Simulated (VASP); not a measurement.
# YAgC4N4 (P-43m) in VASP: notebook, part 3 of 3

VASP 6.6.1.

## Step 6: Relaxation of cell and atoms, PBE

This run uses another cell than the first one, of 29.69 Å³/atom.

The input, INCAR:

```
  PREC = Accurate
  ENCUT = 600
  EDIFF = 1E-7
  ISMEAR = 0
  SIGMA = 0.02
  LREAL = False
  LASPH = True
  NELM = 80
  ALGO = Normal
  ISIF = 3
  LWAVE = False
  LCHARG = False
  GGA = PE
  IBRION = 2
  NSW = 100
  EDIFFG = -0.01
```

The input, KPOINTS:

```
regular mesh
0
Gamma
  4 4 4
```

The input, POSCAR:

```
YAgC4N4
1.0
    6.6715310700      0.0000000000      0.0000000000
    0.0000000000      6.6715310700      0.0000000000
    0.0000000000      0.0000000000      6.6715310700
Y Ag C N
1 1 4 4
Direct
    0.0000000000      0.0000000000      0.0000000000
    0.5000000000      0.5000000000      0.5000000000
    0.2059455960      0.2059455960      0.2059455960
    0.2059455960      0.7940544040      0.7940544040
    0.7940544040      0.2059455960      0.7940544040
    0.7940544040      0.7940544040      0.2059455960
    0.3069410785      0.3069410785      0.3069410785
    0.3069410785      0.6930589215      0.6930589215
    0.6930589215      0.3069410785      0.6930589215
    0.6930589215      0.6930589215      0.3069410785
```

Potentials or basis: VASP PAW PBE potentials, release 64 (Y_sv, Ag, C, N).

Started as:

```bash
> cat potpaw_PBE.64/Y_sv/POTCAR potpaw_PBE.64/Ag/POTCAR potpaw_PBE.64/C/POTCAR potpaw_PBE.64/N/POTCAR > POTCAR
> mpirun -np 1 vasp_std > vasp.out
```

OUTCAR:

```text
PREC = Accurate
   ENCUT = 600
   EDIFF = 1E-7
   ISMEAR = 0
   LREAL = False
   LASPH = True
   NELM = 80
   ISIF = 3
   GGA = PE
   IBRION = 2
   NSW = 100
   EDIFFG = -0.01

 ion  position               nearest neighbor table
   1  0.000  0.000  0.000-   3 2.38   4 2.38   5 2.38   6 2.38
   2  0.500  0.500  0.500-   7 2.23   8 2.23   9 2.23  10 2.23
   3  0.206  0.206  0.206-   7 1.17   1 2.38
   4  0.206  0.794  0.794-   8 1.17   1 2.38
   5  0.794  0.206  0.794-   9 1.17   1 2.38
   6  0.794  0.794  0.206-  10 1.17   1 2.38
   7  0.307  0.307  0.307-   3 1.17   2 2.23
   8  0.307  0.693  0.693-   4 1.17   2 2.23
   9  0.693  0.307  0.693-   5 1.17   2 2.23
  10  0.693  0.693  0.307-   6 1.17   2 2.23

  LATTYP: Found a simple cubic cell.
 ALAT       =     6.6715310700

  Lattice vectors:

 A1 = (   6.6715310700,   0.0000000000,   0.0000000000)
 A2 = (   0.0000000000,   6.6715310700,   0.0000000000)
 A3 = (   0.0000000000,   0.0000000000,   6.6715310700)

Analysis of symmetry for initial positions (statically):
=====================================================================
 Subroutine PRICEL returns:
 Original cell was already a primitive cell.

 Routine SETGRP: Setting up the symmetry group for a
 simple cubic supercell.

 Subroutine GETGRP returns: Found 24 space group operations
 (whereof 24 operations were pure point group operations)
 out of a pool of 48 trial point group operations.

The static configuration has the point symmetry T_d .

Analysis of symmetry for dynamics (positions and initial velocities):
=====================================================================
 Subroutine PRICEL returns:
 Original cell was already a primitive cell.

 Routine SETGRP: Setting up the symmetry group for a
 simple cubic supercell.

 Subroutine GETGRP returns: Found 24 space group operations
 (whereof 24 operations were pure point group operations)
 out of a pool of 48 trial point group operations.

The dynamic configuration has the point symmetry T_d .

[... 107 lines left out ...]
   POTIM  = 0.5000    time-step for ionic-motion
   TEBEG  =    0.0;   TEEND  =   0.0 temperature during run
   PSTRESS=    0.0 pullay stress
   NELECT =      58.0000    total number of electrons
   NUPDOWN=      -1.0000    fix difference up-down
   EMIN   =  10.00;   EMAX   =-10.00  energy-range for DOS
   EFERMI =   0.00;   METHOD = LEGACY
   ISMEAR =     0;   SIGMA  =   0.02  broadening in eV -4-tet -1-fermi 0-gaus
   EFERMI_NEDOS =   21; number of points for ismear=-14 and -15
   IALGO  =     38    algorithm
   IMIX   =      4    mixing-type and parameters
     AMIX     =   0.40;   BMIX     =  1.00
     AMIX_MAG =   1.60;   BMIX_MAG =  1.00
  volume/ion in A,a.u.               =      29.69       200.39
  Fermi-wavevector in a.u.,A,eV,Ry     =   0.949858  1.794971 12.275585  0.902230
  Thomas-Fermi vector in A             =   2.078180
   LORBIT       =      0    0 simple, 1 ext, 2 COOP (PROOUT), +10 PAW based schemes
   GGA     = PE    functional components
   LHFCALC =     F    Hartree Fock is set to
   AEXX    =    0.0000 exact exchange contribution
   IVDW    =     0    specifies the selected vdW correction
   LEPSILON=     F    determine dielectric tensor
   LRPA    =     F    only Hartree local field effects (RPA)
 conjugate gradient relaxation of ions
 non-spin polarized calculation
 Gauss-broadening in eV      SIGMA  =   0.02
  energy-cutoff  :      600.00
  volume of cell :      296.95
 maximum number of plane-waves:      9972
 NGX is ok and might be reduce to    54
   NGX = 27   NGY = 27   NGZ = 27

--------------------------------------- Ionic step        1  -------------------------------------------

 number of electron      58.0000004 magnetization

 Free energy of the ion-electron system (eV)
  ---------------------------------------------------
  ext. energy  EPLUGINS =         0.00000000
  ---------------------------------------------------
  free energy    TOTEN  =       -76.85099799 eV

  energy without entropy =      -76.85099799  energy(sigma->0) =      -76.85099799

------------------------ aborting loop because EDIFF is reached ----------------------------------------

  FORCE on cell =-STRESS in cart. coord.  units (eV):
  Direction    XX          YY          ZZ          XY          YZ          ZX
  --------------------------------------------------------------------------------------
  -------------------------------------------------------------------------------------
  Total        0.7400981      0.7400981      0.7400981      0.0000000      0.0000000     -0.0000000
  in kB        3.9932209      3.9932209      3.9932209      0.0000000      0.0000000     -0.0000000
  external PRESSURE =       3.9932209 kB  Pullay stress =       0.0000000 kB
[... 207 lines left out ...]
--------------------------------------- Ionic step        6  -------------------------------------------

 number of electron      58.0000004 magnetization

 Free energy of the ion-electron system (eV)
  ---------------------------------------------------
  ext. energy  EPLUGINS =         0.00000000
  ---------------------------------------------------
  free energy    TOTEN  =       -76.85392556 eV

  energy without entropy =      -76.85392556  energy(sigma->0) =      -76.85392556

 E-fermi :  -2.5163     XC(G=0):  -6.0408

 val. band max:       -2.6738468229   @ k =   0.5000   0.5000   0.5000
 cond. band min:       0.0452753491   @ k =   0.5000   0.5000   0.0000
 fundamental gap:      2.7191221720
 Fermi energy:        -2.5162633523

 k-point     1 :       0.0000    0.0000    0.0000
  band No.  band energies     occupation
      1     -44.8207      2.00000
      2     -24.8185      2.00000
      3     -24.8185      2.00000
      4     -24.8185      2.00000
      5     -19.1392      2.00000
      6     -19.1002      2.00000
[... 406 lines left out ...]
  FREE ENERGIE OF THE ION-ELECTRON SYSTEM (eV)
  ---------------------------------------------------
  free  energy   TOTEN  =       -76.8539255626 eV

  energy  without entropy=      -76.8539255626  energy(sigma->0) =      -76.85392556

 reached required accuracy - stopping structural energy minimisation
```

Run time: 12 min. Hardware: 1 thread of Intel Xeon Platinum 8488C (Sapphire Rapids), shared host; peak memory 0.55 GiB.

What came out:

* Free energy: -76.8539 eV
* Relaxed volume: 29.78 Å³/atom
* Relaxed cell: a = 6.678 Å, b = 6.678 Å, c = 6.678 Å, α = 90.00°, β = 90.00°, γ = 90.00°
* Space group after relaxing (to 0.1 Å): P-43m (No. 215)
* Energy gained by relaxing: 0.3 meV/atom
* Ionic steps: 6
* Pressure after relaxing: 0.0 GPa
* Largest force after relaxing: 0.004 eV/Å
* Band gap on the k mesh: 2.72 eV (least direct gap 2.73 eV)

Forces on the atoms (eV/Å):
```
Y    0.000  0.000  0.000
Ag   0.000  0.000  0.000
C    0.001  0.001  0.001
C    0.001 -0.001 -0.001
C   -0.001  0.001 -0.001
C   -0.001 -0.001  0.001
N    0.002  0.002  0.002
N    0.002 -0.002 -0.002
N   -0.002  0.002 -0.002
N   -0.002 -0.002  0.002
```

The path:
```csv
step,energy change (eV),largest force (eV/Å),pressure (GPa),volume (Å³)
1,0.0000,0.3866,0.40,296.95
2,0.2822,3.7357,-2.88,300.14
3,-0.0026,0.0367,0.08,297.21
4,-0.0026,0.0247,0.09,297.21
5,-0.0026,0.0175,0.10,297.20
6,-0.0029,0.0043,0.04,297.81
```

Final structure:
```yaml
crystal:
  lattice:
    - [6.67798, 0.00000, 0.00000]
    - [0.00000, 6.67798, 0.00000]
    - [0.00000, 0.00000, 6.67798]
  atoms:
    - { symbol: Y, position: [0.00000, 0.00000, 0.00000] }
    - { symbol: Ag, position: [0.50000, 0.50000, 0.50000] }
    - { symbol: C, position: [0.20589, 0.20589, 0.20589] }
    - { symbol: C, position: [0.20589, 0.79411, 0.79411] }
    - { symbol: C, position: [0.79411, 0.20589, 0.79411] }
    - { symbol: C, position: [0.79411, 0.79411, 0.20589] }
    - { symbol: N, position: [0.30708, 0.30708, 0.30708] }
    - { symbol: N, position: [0.30708, 0.69292, 0.69292] }
    - { symbol: N, position: [0.69292, 0.30708, 0.69292] }
    - { symbol: N, position: [0.69292, 0.69292, 0.30708] }
```

## Step 7: Overview

```csv
task,cell,cutoff (eV),smearing,gap on the mesh (eV),pressure (GPa),relaxed volume (Å³/atom),largest force (eV/Å)
single point,"a = 6.231 Å, 10 atoms, atomic positions A",520,gaussian 0.1 eV,2.92,9.6,-,3.85
single point,"a = 6.672 Å, 10 atoms, atomic positions B",520,gaussian 0.1 eV,2.72,0.5,-,0.41
single point,"a = 6.691 Å, 10 atoms, atomic positions C",520,gaussian 0.02 eV,2.72,0.2,-,0.42
relaxation of cell and atoms,"relaxed from a = 6.231 Å, 10 atoms, atomic positions A",600,gaussian 0.1 eV,2.71,0.0,29.85,0.02
relaxation of cell and atoms,"relaxed from a = 6.672 Å, 10 atoms, atomic positions B",600,gaussian 0.02 eV,2.72,0.0,29.78,-
```

Alike in all rows: level PBE; potentials or basis VASP PAW PBE potentials, release 64 (Y_sv, Ag, C, N); no spin polarisation; k mesh 4 × 4 × 4.

Caveats: the cell stands under pressure (at least some runs); forces of over 1 eV/Å act on the atoms, so gaps and moduli don't describe the material at rest (at least some runs); the volume moved by over 15 % at a fixed basis, so the end points are rough (at least some runs).

Total energies depend on the potentials used, so only differences within one code and one set of settings carry meaning.
